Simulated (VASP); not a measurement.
Runs of VASP 6.6.1 on CdF2. The structure is that of space group Immm (No. 71), or close to it. The cells are those of the table. 

| cell | gap on the mesh (eV) | pressure (GPa) | largest force (eV/Å) |
| --- | --- | --- | --- |
| a = 3.800, b = 3.800, c = 3.733 Å, angles 60.6, 60.6, 63.8°, 3 atoms | (b) | 4.5 | 0.18 |
| a = 3.836, b = 3.836, c = 3.449 Å, angles 63.3, 63.3, 68.2°, 3 atoms | 2.92 | 8.6 | 0.66 |
| a = 3.829, b = 3.829, c = 3.591 Å, angles 62.0, 62.0, 65.8°, 3 atoms | 2.95 | (a) | 0.35 |
| a = 3.804, b = 3.804, c = 3.591 Å, angles 61.8, 61.8, 66.3°, 3 atoms | 2.98 | (c) | 0.41 |

Alike in all rows: task single point; level PBE; potentials or basis VASP PAW PBE potentials, release 64 (Cd_sv_GW, F); no spin polarisation; k mesh 8 × 8 × 8; cutoff (eV) 700; smearing gaussian 0.05 eV.

Q: Estimate the missing entries.

A: (a) 5.1; (b) 3.02; (c) 6.7.

Caveats: the cell stands under pressure.

A k mesh can miss the band edges, and the runs leave out spin-orbit coupling on Cd.
